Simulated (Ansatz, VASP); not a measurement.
**Cd3HgTe4 in VASP and in Ansatz**

File INCAR:

```
SYSTEM = Cd3HgTe4
PREC = Accurate
ENCUT = 520
EDIFF = 1E-7
ISMEAR = 0
SIGMA = 0.1
LREAL = .False.
LASPH = .True.
NELM = 80
ALGO = Normal
ISIF = 2
LWAVE = .False.
LCHARG = .False.
GGA = PE
NBANDS = 46
```

File KPOINTS:

```
Automatic mesh
0
Gamma
  4 4 2
  0 0 0
```

The input POSCAR:

```
Cd3HgTe4
1.0
    4.3777576600      0.0000000000      0.0000000000
    0.0000000000      4.3777576600      0.0000000000
    0.0000000000      0.0000000000     12.3821685100
Cd Hg Te
3 1 4
Direct
    0.5000000000      0.5000000000      0.2500000000
    0.0000000000      0.0000000000      0.5000000000
    0.5000000000      0.5000000000      0.7500000000
    0.0000000000      0.0000000000      0.0000000000
    0.0000000000      0.0000000000      0.2500000000
    0.5000000000      0.5000000000      0.5000000000
    0.0000000000      0.0000000000      0.7500000000
    0.5000000000      0.5000000000      0.0000000000
```

Input for Ansatz:

```yaml
crystal:
  lattice:
    - [4.37775766, 0.0, 0.0]
    - [0.0, 4.37775766, 0.0]
    - [0.0, 0.0, 12.38216851]
  atoms:
    - { symbol: Cd, position: [0.5, 0.5, 0.25] }
    - { symbol: Cd, position: [0.0, 0.0, 0.5] }
    - { symbol: Cd, position: [0.5, 0.5, 0.75] }
    - { symbol: Hg, position: [0.0, 0.0, 0.0] }
    - { symbol: Te, position: [0.0, 0.0, 0.25] }
    - { symbol: Te, position: [0.5, 0.5, 0.5] }
    - { symbol: Te, position: [0.0, 0.0, 0.75] }
    - { symbol: Te, position: [0.5, 0.5, 0.0] }
basis:
  ecutwfc: 420
kpoints:
  mp_grid: { grid: [4, 4, 2] }
hamiltonian:
  xc: pbe
scf:
  occupations: { method: gaussian, width: 0.1 }
  lower_state_search: "off"
output:
  forces: true
  stress: true
  eigenvalues: true
```

Alike in both runs: task single point; functional PBE; k mesh 4 × 4 × 2; occupations gaussian, width 0.1 eV; no spin polarisation.

|  | VASP | Ansatz |
| --- | --- | --- |
| version | VASP 6.6.1 | Ansatz 0.2.0 |
| potentials or method | VASP PAW PBE potentials, release 64 (Cd, Hg, Te), cutoff 520 eV | scalar-relativistic, plane waves, PAW |
| valence electrons in the cell | 72 | 144 |

|  | VASP | Ansatz | Ansatz less VASP |
| --- | --- | --- | --- |
| gap on the k mesh at the Fermi level (eV) | none | none | - |
| pressure (GPa) | -0.8 | -0.9 | -0.13 |
| traceless stress, the component that is largest in VASP (GPa) | -0.20 | -0.19 | +0.009 |
| rms of the force components (eV/Å) | 0.048 | 0.047 | -0.0003 |

Atom by atom the forces differ by 0.000 eV/Å (rms over components). A gap of «none» marks a metal or a gap that the smearing closes. VASP's potentials hold 72 valence electrons a cell and Ansatz's 144, so a difference there can come from the potentials and not from the codes.

Neither program's run includes spin-orbit coupling.
